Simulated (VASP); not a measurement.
# In4Sb3As: single point with PBE

In4Sb3As:

```
CELL_PARAMETERS angstrom
4.52702 0.00000 0.00000
0.00000 4.52702 0.00000
0.00000 0.00000 12.75123
ATOMIC_POSITIONS crystal
As 0.00000 0.00000 0.00000
In 0.00000 0.50000 0.88737
In 0.50000 0.00000 0.62932
In 0.00000 0.50000 0.37068
In 0.50000 0.00000 0.11263
Sb 0.50000 0.50000 0.75823
Sb 0.00000 0.00000 0.50000
Sb 0.50000 0.50000 0.24177
```

```yaml
Program: VASP 6.6.1
Task: single point
Functional: PBE
Potentials_or_basis: VASP PAW PBE potentials, release 64 (As, In_d, Sb)
Cutoff: 520 eV
k_mesh: 4 × 4 × 2
Occupations: fermi-dirac, width 0.02 eV
Spin: no spin polarisation
```

- Pressure: 2.9 GPa
- Largest force: 0.045 eV/Å
- Band gap on the k mesh: zero (filled and empty bands touch)

Forces in eV/Å, atoms in the order of the input:
```
As   0.000  0.000  0.000
In   0.000  0.000  0.045
In   0.000  0.000 -0.002
In   0.000  0.000  0.002
In   0.000  0.000 -0.045
Sb   0.000  0.000 -0.003
Sb   0.000  0.000  0.000
Sb   0.000  0.000  0.003
```

Stress tensor (GPa, compression positive):
```
3.09 0.00 0.00
0.00 3.09 0.00
0.00 0.00 2.64
```

Levels at points of the mesh, in eV from the Fermi level:
```
           k point  band 34  band 35  band 36  band 37  band 38  band 39
(0.00, 0.00, 0.00)    -0.36    -0.04     0.00     0.00     1.32     1.38
(0.50, 0.00, 0.00)    -0.92    -0.89    -0.85     0.32     0.75     1.94
(0.50, 0.50, 0.00)    -2.27    -2.27    -2.21     1.31     1.42     1.45
(0.00, 0.00, 0.50)    -0.68    -0.43    -0.43     1.16     1.19     1.61
(0.50, 0.00, 0.50)    -0.90    -0.89    -0.88     1.06     1.55     1.62
(0.50, 0.50, 0.50)    -2.57    -2.51    -2.46     2.14     2.16     2.16
```

It took 3.3 min on 1 thread of AMD EPYC 7R43 64-Core Processor (Zen 3), on a shared host, peak memory 0.37 GiB.

Caveat: semilocal functionals underestimate gaps, so a narrow gap can read as zero; spin-orbit coupling is left out, which moves the levels of the heavy elements.
